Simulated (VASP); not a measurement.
Si24H9F4: single point with PBE+D3(BJ)

Slab: Si24H9F4, a slab with vacuum.

```
Si H F
1.0
     7.66719    0.00000    0.00000
     0.00000    7.66719    0.00000
     0.00000    0.00000   27.11228
Si H F
24 9 4
Direct
  0.50000 0.25000 0.32573
  0.50000 0.75000 0.32573
  0.00000 0.25000 0.32573
  0.00000 0.75000 0.32573
  0.50000 0.50000 0.37573
  0.50000 0.00000 0.37573
  0.00000 0.50000 0.37573
  0.00000 0.00000 0.37573
  0.75000 0.50000 0.42572
  0.75000 0.00000 0.42572
  0.25000 0.50000 0.42572
  0.25000 0.00000 0.42572
  0.75000 0.75000 0.47490
  0.75000 0.25000 0.47329
  0.25000 0.75000 0.47662
  0.25000 0.25000 0.47757
  0.99847 0.75000 0.52750
  0.99255 0.25000 0.52564
  0.50153 0.75000 0.52750
  0.50745 0.25000 0.52564
  0.90919 0.00077 0.57008
  0.90919 0.49923 0.57008
  0.59081 0.00077 0.57008
  0.59081 0.49923 0.57008
  0.35176 0.25000 0.29098
  0.35145 0.75000 0.29111
  0.84915 0.25000 0.29190
  0.84969 0.75000 0.29178
  0.65085 0.25000 0.29190
  0.65031 0.75000 0.29178
  0.14824 0.25000 0.29098
  0.14855 0.75000 0.29111
  0.25000 0.75000 0.54688
  0.97688 0.00502 0.62661
  0.97688 0.49498 0.62661
  0.52312 0.00502 0.62661
  0.52312 0.49498 0.62661
```

```
Program                : VASP 6.6.1
Task                   : single point
Functional             : PBE
Dispersion             : D3(BJ)
Potentials or basis    : VASP PAW PBE potentials, release 64 (Si, H, F)
Cutoff                 : 520 eV
k mesh                 : 2 × 2 × 1
Occupations            : gaussian, width 0.05 eV
Spin                   : no spin polarisation
Dipole correction      : yes
Further INCAR settings : LREAL = Auto; ALGO = Normal; EDIFF = 1e-06; NBANDS = 90
```

| Quantity | Value |
| --- | --- |
| Largest force | 0.464 eV/Å |
| Dispersion energy per atom | -0.172 eV |

Forces in eV/Å, atoms in the order of the input:
```
Si  -0.095  0.000  0.226
Si  -0.098  0.000  0.163
Si   0.095  0.000  0.226
Si   0.098  0.000  0.163
Si   0.127  0.041 -0.101
Si   0.127 -0.041 -0.101
Si  -0.127  0.041 -0.101
Si  -0.127 -0.041 -0.101
Si   0.000  0.115 -0.449
Si   0.000 -0.115 -0.449
Si   0.000 -0.163  0.256
Si   0.000  0.163  0.256
Si   0.000  0.000 -0.005
Si   0.000  0.000 -0.002
Si   0.000  0.000  0.004
Si   0.000  0.000  0.009
Si  -0.003  0.000 -0.008
Si   0.000  0.000  0.001
Si   0.003  0.000 -0.008
Si   0.000  0.000  0.001
Si  -0.065 -0.008 -0.219
Si  -0.065  0.008 -0.219
Si   0.065 -0.008 -0.219
Si   0.065  0.008 -0.219
H   -0.001  0.000  0.009
H    0.008  0.000  0.009
H   -0.003  0.000  0.007
H    0.017  0.000  0.011
H    0.003  0.000  0.007
H   -0.017  0.000  0.011
H    0.001  0.000  0.009
H   -0.008  0.000  0.009
H    0.000  0.000 -0.008
F    0.071  0.005  0.208
F    0.071 -0.005  0.208
F   -0.071  0.005  0.208
F   -0.071 -0.005  0.208
```

Levels at points of the mesh, in eV from the Fermi level:
```csv
k point,band 63,band 64,band 65,band 66,band 67,band 68,band 69,band 70
"(0.00, 0.00, 0.00)",-1.30,-1.08,-0.97,-0.74,-0.54,0.48,0.75,1.10
"(0.50, 0.00, 0.00)",-1.45,-1.37,-0.79,-0.62,0.51,0.67,1.23,1.38
"(0.00, 0.50, 0.00)",-1.54,-1.47,-1.13,-1.06,-0.22,1.24,1.36,1.45
"(0.50, 0.50, 0.00)",-1.80,-1.77,-1.41,-1.40,0.53,1.53,1.55,1.60
```

Wall time 39 min on 1 thread of Oxide Virtual Turin-like Processor (shared host), peak memory 1.6 GiB.

Caveat: the k points lie up to 0.41 Å⁻¹ apart; an odd number of electrons without spin polarisation forces a metal; a magnetic or distorted state may lie lower.
